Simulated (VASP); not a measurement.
# AlSi62 (a cell with a defect) in VASP: relaxation of the atoms with PBE

Aim: the relaxation of the atoms of AlSi62 (a cell with a defect) with PBE.

All numbers are computed with VASP 6.6.1; they aren't measurements. Logs are shortened: lines on timing, memory, paths and dates and some standing lists are left out, and cuts for length are marked.

## (1) The cell of the first run

The cell holds a defect, 63 atoms: a = 10.860 Å, b = 10.860 Å, c = 10.860 Å, α = 90.00°, β = 90.00°, γ = 90.00°.

## (2) Relaxation of the atoms, PBE

Input file INCAR:

```
  PREC = Accurate
  ENCUT = 520
  EDIFF = 1E-6
  ISMEAR = -1
  SIGMA = 0.05
  LREAL = Auto
  LASPH = T
  NELM = 60
  ALGO = Normal
  ISIF = 2
  LWAVE = F
  LCHARG = F
  GGA = PE
  IBRION = 2
  NSW = 80
  EDIFFG = -0.03
  NELECT = 252.0
  NCORE = 4
```

Input file KPOINTS:

```
regular mesh
0
Gamma
  1 1 1
```

Input file POSCAR:

```
AlSi62
1.0
   10.8600000000      0.0000000000      0.0000000000
    0.0000000000     10.8600000000      0.0000000000
    0.0000000000      0.0000000000     10.8600000000
Si Al
62 1
Direct
    0.5004582000      0.0042606000     -0.0038072000
    0.8774543000      0.3766910000      0.1256464000
    0.7488133000      0.0024088000      0.2455474000
    0.8746617000      0.1257487000      0.3738420000
    0.0027153000     -0.0028109000     -0.0037372000
    0.1271453000      0.1267905000      0.1214436000
    0.2483805000      0.2507660000      0.0009270000
    0.3783513000      0.3759404000      0.1235184000
    0.5062054000      0.4984472000     -0.0024889000
    0.6243254000      0.6202880000      0.1239245000
    0.7478598000      0.7495678000      0.0031708000
    0.8810758000      0.8764332000      0.1282720000
    0.2464059000     -0.0060384000      0.2493162000
    0.3743194000      0.1247623000      0.3714718000
    0.4981950000      0.2550532000      0.2488930000
    0.6235970000      0.3731219000      0.3747342000
    0.7435963000      0.4976739000      0.2496499000
    0.8720406000      0.6259991000      0.3700075000
    0.4985531000     -0.0020431000      0.4957329000
    0.6302574000      0.1250174000      0.6246380000
    0.7507393000      0.2504806000      0.4982972000
    0.8754218000      0.3706374000      0.6220513000
    0.7493905000      0.0024501000      0.7528231000
    0.8707645000      0.1257847000      0.8742496000
    0.0031278000      0.4977483000      0.0019866000
    0.1282934000      0.6270727000      0.1267424000
    0.2497342000      0.7550993000      0.0013834000
    0.3768499000      0.8808265000      0.1240157000
    0.0011258000      0.2489034000      0.2492602000
    0.1266923000      0.3777779000      0.3736542000
    0.2492006000      0.4981378000      0.2471554000
    0.3776175000      0.6212699000      0.3776043000
    0.4937439000      0.7495732000      0.2517399000
    0.6230370000      0.8741693000      0.3731474000
   -0.0000397000      0.0018208000      0.4988968000
    0.1238661000      0.1213101000      0.6231775000
    0.2461152000      0.2516565000      0.5026236000
    0.3730161000      0.3717505000      0.6298132000
    0.5030104000      0.4972572000      0.5025129000
    0.6215840000      0.6206596000      0.6253649000
    0.7478240000      0.7561747000      0.4974580000
    0.8770196000      0.8778758000      0.6262642000
    0.2530034000     -0.0001365000      0.7518200000
    0.3741742000      0.1254366000      0.8781998000
    0.4961611000      0.2537363000      0.7489350000
    0.6203220000      0.3772767000      0.8760334000
    0.7540475000      0.5033899000      0.7510300000
    0.8746697000      0.6279186000      0.8756446000
   -0.0042579000      0.7506688000      0.2452461000
    0.1266743000      0.8757553000      0.3719475000
    0.0011558000      0.5002826000      0.5017480000
    0.1240439000      0.6302905000      0.6267122000
    0.2456996000      0.7487731000      0.5013019000
    0.3723595000      0.8775156000      0.6260701000
   -0.0009788000      0.2506933000      0.7510759000
    0.1255774000      0.3739350000      0.8758098000
    0.2513984000      0.5005314000      0.7525388000
    0.3727228000      0.6243652000      0.8727057000
    0.4994338000      0.7507995000      0.7525012000
    0.6218897000      0.8711424000      0.8776548000
    0.0001830000      0.7494835000      0.7513611000
    0.1234919000      0.8734536000      0.8732386000
    0.6272190000      0.1220807000      0.1243661000
```

Potentials or basis: VASP PAW PBE potentials, release 64 (Si, Al).

Run with:

```console
> cat potpaw_PBE.64/Si/POTCAR potpaw_PBE.64/Al/POTCAR > POTCAR
> mpirun -np 4 vasp_gam > vasp.out
```

OUTCAR:

```text
PREC = Accurate
   ENCUT = 520
   EDIFF = 1E-6
   ISMEAR = -1
   LREAL = Auto
   LASPH = T
   NELM = 60
   ISIF = 2
   GGA = PE
   IBRION = 2
   NSW = 80
   EDIFFG = -0.03
   NELECT = 252.0

 ion  position               nearest neighbor table
   1  0.500  0.004  0.996-  44 2.29  63 2.34  60 2.34  28 2.35
   2  0.877  0.377  0.126-  25 2.32  29 2.35  17 2.38
   3  0.749  0.002  0.246-  63 2.27  12 2.36   4 2.37  34 2.39
   4  0.875  0.126  0.374-  21 2.34  29 2.35  35 2.35   3 2.37
   5  0.003  0.997  0.996-  62 2.30  12 2.35   6 2.38  24 2.40
   6  0.127  0.127  0.121-   7 2.29  29 2.36   5 2.38  13 2.38
   7  0.248  0.251  0.001-   6 2.29  56 2.33  44 2.34   8 2.37
   8  0.378  0.376  0.124-  15 2.30  31 2.35   9 2.36   7 2.37
[... 41 lines left out ...]
  50  0.127  0.876  0.372-  13 2.26  53 2.35  35 2.38  49 2.40
  51  0.001  0.500  0.502-  22 2.36  30 2.36  52 2.37  18 2.42
  52  0.124  0.630  0.627-  53 2.29  61 2.31  51 2.37  57 2.40
[... 8 lines left out ...]
  61  0.000  0.749  0.751-  52 2.31  62 2.31  48 2.33  42 2.36
  62  0.123  0.873  0.873-   5 2.30  61 2.31  27 2.34  43 2.37
  63  0.627  0.122  0.124-   3 2.27   1 2.34  15 2.42

  LATTYP: Found a simple cubic cell.
 ALAT       =    10.8600000000

  Lattice vectors:

 A1 = (  10.8600000000,   0.0000000000,   0.0000000000)
 A2 = (   0.0000000000,  10.8600000000,   0.0000000000)
 A3 = (   0.0000000000,   0.0000000000,  10.8600000000)

Analysis of symmetry for initial positions (statically):
=====================================================================
 Subroutine PRICEL returns:
 Original cell was already a primitive cell.

 Routine SETGRP: Setting up the symmetry group for a
 simple cubic supercell.

 Subroutine GETGRP returns: Found  1 space group operations
 (whereof  1 operations were pure point group operations)
 out of a pool of 48 trial point group operations.

The static configuration has the point symmetry C_1 .

Analysis of symmetry for dynamics (positions and initial velocities):
=====================================================================
 Subroutine PRICEL returns:
 Original cell was already a primitive cell.

 Routine SETGRP: Setting up the symmetry group for a
 simple cubic supercell.

 Subroutine GETGRP returns: Found  1 space group operations
 (whereof  1 operations were pure point group operations)
 out of a pool of 48 trial point group operations.

The dynamic configuration has the point symmetry C_1 .

 Subroutine INISYM returns: Found  1 space group operations
 (whereof  1 operations are pure point group operations),
 and found     1 'primitive' translations

[... 217 lines left out ...]
   GGA     = PE    functional components
   LHFCALC =     F    Hartree Fock is set to
   AEXX    =    0.0000 exact exchange contribution
   IVDW    =     0    specifies the selected vdW correction
   LEPSILON=     F    determine dielectric tensor
   LRPA    =     F    only Hartree local field effects (RPA)
 conjugate gradient relaxation of ions
 non-spin polarized calculation
  energy-cutoff  :      520.00
  volume of cell :     1280.82
 maximum number of plane-waves:     17229
 NGX is ok and might be reduce to    84
   NGX = 41   NGY = 41   NGZ = 41

--------------------------------------- Ionic step        1  -------------------------------------------

 number of electron     252.0000000 magnetization

 Free energy of the ion-electron system (eV)
  ---------------------------------------------------
  ext. energy  EPLUGINS =         0.00000000
  ---------------------------------------------------
  free energy    TOTEN  =      -323.49341969 eV

  energy without entropy =     -323.25496945  energy(sigma->0) =     -323.37419457

------------------------ aborting loop because EDIFF is reached ----------------------------------------

  FORCE on cell =-STRESS in cart. coord.  units (eV):
  Direction    XX          YY          ZZ          XY          YZ          ZX
  --------------------------------------------------------------------------------------
  -------------------------------------------------------------------------------------
  Total       30.5728805     30.3832232     30.2847940     -1.9026242     -1.1800561      5.3465979
  in kB       38.2434854     38.0062438     37.8831192     -2.3799845     -1.4761271      6.6880364
  external PRESSURE =      38.0442828 kB  Pullay stress =       0.0000000 kB
[... 272 lines left out ...]
  FREE ENERGIE OF THE ION-ELECTRON SYSTEM (eV)
  ---------------------------------------------------
  free  energy   TOTEN  =      -324.4203195953 eV

  energy  without entropy=     -324.1738436367  energy(sigma->0) =     -324.29708162

[... ionic steps 4 to 25 ...]

--------------------------------------- Ionic step       26  -------------------------------------------

 number of electron     251.9999993 magnetization

------------------------ aborting loop because EDIFF is reached ----------------------------------------
[... 189 lines left out ...]
--------------------------------------- Ionic step       28  -------------------------------------------

 number of electron     251.9999995 magnetization

 Free energy of the ion-electron system (eV)
  ---------------------------------------------------
  ext. energy  EPLUGINS =         0.00000000
  ---------------------------------------------------
  free energy    TOTEN  =      -324.98569640 eV

  energy without entropy =     -324.82237328  energy(sigma->0) =     -324.90403484

 E-fermi :   6.2021     XC(G=0):  -9.3574

 val. band max:        5.5536436232   @ k =   0.0000   0.0000   0.0000
 cond. band min:       6.2057057034   @ k =   0.0000   0.0000   0.0000
 fundamental gap:      0.6520620802
 Fermi energy:         6.2020513147

 k-point     1 :       0.0000    0.0000    0.0000
  band No.  band energies     occupation
      1      -6.1819      2.00000
      2      -5.1360      2.00000
      3      -5.1343      2.00000
      4      -5.1322      2.00000
      5      -5.1308      2.00000
      6      -5.0684      2.00000
[... 130 lines left out ...]
    137       6.9032      0.00000
    138       6.9038      0.00000
 [bands above 138 left out]

------------------------ aborting loop because EDIFF is reached ----------------------------------------

  FORCE on cell =-STRESS in cart. coord.  units (eV):
  Direction    XX          YY          ZZ          XY          YZ          ZX
  --------------------------------------------------------------------------------------
  -------------------------------------------------------------------------------------
  Total       19.4050968     19.4395787     19.4144482     -5.8019655      5.8186776      5.7948802
  in kB       24.2737525     24.3168858     24.2854502     -7.2576538      7.2785589      7.2487909
  external PRESSURE =      24.2920295 kB  Pullay stress =       0.0000000 kB
[... 78 lines left out ...]
  FREE ENERGIE OF THE ION-ELECTRON SYSTEM (eV)
  ---------------------------------------------------
  free  energy   TOTEN  =      -324.9856963953 eV

  energy  without entropy=     -324.8223732766  energy(sigma->0) =     -324.90403484

 reached required accuracy - stopping structural energy minimisation
```

Run time: 21 min. Hardware: 4 MPI ranks of Intel Xeon Platinum 8375C at 2.90GHz (Ice Lake), shared host; peak memory 0.43 GiB.

Results:

```yaml
Free_energy: -324.9857 eV
Energy_gained_by_relaxing: 23.7 meV/atom
Ionic_steps: 28
Largest_force_after_relaxing: 0.026 eV/Å
```

Forces in eV/Å, atoms in the order of the input:
```
Si   0.015  0.013  0.002
Si   0.002  0.011 -0.011
Si  -0.013  0.012 -0.015
Si   0.002  0.007  0.005
Si  -0.015  0.013 -0.011
Si  -0.012 -0.008  0.012
Si  -0.007  0.005  0.005
Si   0.007 -0.003  0.000
Si   0.008 -0.014 -0.012
Si  -0.002 -0.018  0.002
Si   0.006 -0.007  0.003
Si  -0.003  0.003 -0.009
Si  -0.002 -0.005  0.001
Si   0.009 -0.005 -0.010
Si   0.008 -0.006 -0.007
Si  -0.001 -0.008 -0.009
Si   0.013 -0.019  0.001
Si  -0.007 -0.010 -0.009
Si   0.001 -0.010  0.000
Si  -0.001 -0.013  0.015
Si  -0.004 -0.009  0.008
Si  -0.002 -0.001 -0.003
Si  -0.001  0.009  0.015
Si  -0.010  0.018 -0.006
Si   0.010  0.007  0.004
Si   0.004 -0.004  0.009
Si  -0.003  0.008  0.004
Si   0.003  0.020  0.007
Si  -0.005  0.015 -0.007
Si  -0.005  0.004 -0.007
Si  -0.001 -0.001  0.005
Si  -0.017  0.001  0.019
Si  -0.004 -0.005  0.017
Si  -0.007  0.013 -0.005
Si  -0.002  0.000  0.002
Si   0.005 -0.008 -0.006
Si  -0.005  0.003 -0.017
Si   0.002 -0.009  0.009
Si  -0.004  0.004  0.003
Si   0.003  0.001  0.000
Si  -0.005  0.004 -0.005
Si  -0.007  0.012  0.009
Si   0.015 -0.001  0.002
Si   0.003 -0.001  0.008
Si   0.007  0.011  0.008
Si   0.018  0.002 -0.006
Si  -0.004  0.008 -0.004
Si   0.000  0.000  0.011
Si  -0.004 -0.005  0.000
Si   0.003 -0.017  0.015
Si   0.004  0.003 -0.013
Si   0.003  0.008 -0.006
Si   0.002 -0.012  0.003
Si  -0.011 -0.010 -0.007
Si   0.007 -0.001 -0.013
Si   0.004  0.001  0.007
Si  -0.003 -0.004 -0.001
Si   0.013  0.001  0.000
Si  -0.003  0.005 -0.009
Si   0.002  0.002  0.008
Si  -0.004 -0.015 -0.002
Si   0.000  0.007 -0.006
Al  -0.004 -0.005 -0.004
```

The path:
```
step  energy change (eV)  largest force (eV/Å)  pressure (GPa)
   1              0.0000                1.8586            3.80
   2             -0.9255                0.5429            3.53
   3             -0.9269                0.5344            3.54
   4             -1.0145                0.3622            3.49
   5             -1.0370                0.2804            3.46
   6             -1.0834                0.2356            3.42
   7             -1.1021                0.2636            3.36
   8             -1.1396                0.1914            3.29
   9             -1.1595                0.2020            3.19
  10             -1.1958                0.2290            3.10
  11             -1.2086                0.2675            3.00
  12             -1.2501                0.3252            2.90
  13             -1.2640                0.3900            2.79
  14             -1.3013                0.4015            2.68
  15             -1.3206                0.3985            2.53
  16             -1.3566                0.3451            2.44
  17             -1.3723                0.3360            2.33
  18             -1.3744                0.2931            2.36
  19             -1.4072                0.2286            2.36
  20             -1.4294                0.2021            2.37
  21             -1.4551                0.1462            2.38
  22             -1.4707                0.1108            2.40
  23             -1.4709                0.1078            2.40
  24             -1.4807                0.0698            2.41
  25             -1.4833                0.0683            2.42
  26             -1.4882                0.0437            2.43
  27             -1.4897                0.0535            2.43
  28             -1.4923                0.0258            2.43
```

Final structure:
```xyz
63
Lattice="10.8600 0.0000 0.0000 0.0000 10.8600 0.0000 0.0000 0.0000 10.8600" Properties=species:S:1:pos:R:3 pbc="T T T"
Si    5.5661    0.1440   10.8334
Si    9.3298    3.9039    1.4021
Si    8.1623    0.1409    2.5731
Si    9.5069    1.3444    4.0837
Si   10.8571   10.8316    0.0122
Si    1.3516    1.3554    1.3593
Si    2.7062    2.7092    0.0030
Si    4.0512    4.0824    1.3716
Si    5.3984    5.4311    0.0107
Si    6.7801    6.7876    1.3587
Si    8.1326    8.1441    0.0030
Si    9.5069    9.4865    1.3736
Si    2.7529    0.0217    2.6938
Si    4.1515    1.4066    3.9916
Si    5.5694    2.7411    2.5723
Si    6.7710    4.0886    4.0843
Si    8.1349    5.4350    2.7371
Si    9.5061    6.7830    4.1020
Si    5.4447    0.0204    5.3929
Si    6.7816    1.3577    6.7886
Si    8.1344    2.7120    5.4304
Si    9.4613    4.0369    6.8480
Si    8.1361   10.8364    8.1407
Si    9.3324    1.3081    9.6730
Si   10.7453    5.3238    0.0638
Si    1.3206    6.7579    1.3585
Si    2.7154    8.1477    0.0159
Si    4.1502    9.5837    1.3069
Si   10.8565    2.7068    2.7394
Si    1.3478    4.0764    4.1029
Si    2.6924    5.4378    2.7386
Si    4.0782    6.8197    4.0563
Si    5.4452    8.1860    2.6929
Si    6.8297    9.5835    3.9923
Si    0.0036   10.8380    5.4419
Si    1.3207    1.3566    6.8177
Si    2.7168    2.6984    5.4278
Si    4.0419    4.0803    6.7904
Si    5.4003    5.4410    5.4410
Si    6.7779    6.7587    6.8164
Si    8.1251    8.1487    5.4255
Si    9.5055    9.4746    6.7890
Si    2.6911   10.8353    8.1363
Si    4.0520    1.3445    9.4877
Si    5.4007    2.7085    8.1434
Si    6.7349    3.9053    9.6727
Si    8.0704    5.3225    8.2519
Si    9.4609    6.7312    9.5332
Si    0.0054    8.1314    2.7408
Si    1.3848    9.5185    4.0585
Si   10.8288    5.4022    5.4838
Si    1.3451    6.7803    6.7956
Si    2.7067    8.1442    5.4311
Si    4.0781    9.5146    6.7588
Si   10.7467    2.6475    8.2548
Si    1.2938    4.0395    9.5351
Si    2.6615    5.4046    8.1696
Si    4.0394    6.7812    9.4976
Si    5.4000    8.1303    8.1382
Si    6.7694    9.4921    9.4878
Si   10.8302    8.0976    8.1706
Si    1.3476    9.4737    9.5000
Al    7.4486    2.0230    0.6933
```

Caveat: the k points lie up to 0.58 Å⁻¹ apart; the cell carries a net charge on a neutralising background, which shifts energy and pressure; the cell is charged against a uniform background, so pressure and absolute levels hang on convention.
